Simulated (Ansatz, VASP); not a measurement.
**One calculation of C, two programs**

INCAR

```
PREC = Accurate
ENCUT = 520
EDIFF = 1E-6
ISMEAR = 0
SIGMA = 0.05
LREAL = False
LASPH = True
NELM = 100
ALGO = Normal
ISIF = 2
LWAVE = False
LCHARG = True
GGA = PS
LELF = True
LVHAR = True
NBANDS = 11
```

KPOINTS

```
Automatic mesh
0
Gamma
  15 15 15
```

The input POSCAR:

```
C
1.0
    1.2587270051      0.7267263753      3.1796602974
   -1.2587270051      0.7267263753      3.1796602974
    0.0000000000     -1.4534527505      3.1796602974
C
2
Direct
    0.1640000000      0.1640000000      0.1640000000
    0.8360000000      0.8360000000      0.8360000000
```

Input for Ansatz:

```yaml
crystal:
  lattice:
    - [1.2587270051, 0.7267263753, 3.1796602974]
    - [-1.2587270051, 0.7267263753, 3.1796602974]
    - [0.0, -1.4534527505, 3.1796602974]
  atoms:
    - { symbol: C, position: [0.164, 0.164, 0.164] }
    - { symbol: C, position: [0.836, 0.836, 0.836] }
basis:
  ecutwfc: 420
kpoints:
  mp_grid: { grid: [15, 15, 15] }
hamiltonian:
  xc: pbesol
scf:
  occupations: { method: gaussian, width: 0.05 }
output:
  forces: true
  stress: true
  eigenvalues: true
```

Change from the starting cell: strain +0.025 along x and y, -0.050 along z, atoms carried along.

Alike in both runs: task single point; functional PBEsol; k mesh 15 × 15 × 15; occupations gaussian, width 0.05 eV; no spin polarisation.

|  | VASP | Ansatz |
| --- | --- | --- |
| version | VASP 6.6.1 | Ansatz 0.2.0 |
| potentials or method | VASP PAW PBE potentials, release 64 (C), cutoff 520 eV | scalar-relativistic, plane waves, PAW |
| valence electrons in the cell | 8 | 8 |

```tsv
	VASP	Ansatz	Ansatz less VASP
gap on the k mesh at the Fermi level (eV)	0.84	0.84	0.000
least direct gap on the mesh (eV)	0.93	0.93	+0.001
pressure (GPa)	-17.4	-18.0	-0.63
traceless stress, the component that is largest in VASP (GPa)	20.30	20.98	+0.675
rms of the force components (eV/Å)	0.456	0.458	+0.0027
```

VASP's potentials were made for PBE, not for PBEsol. Atom by atom the forces differ by 0.003 eV/Å (rms over components).
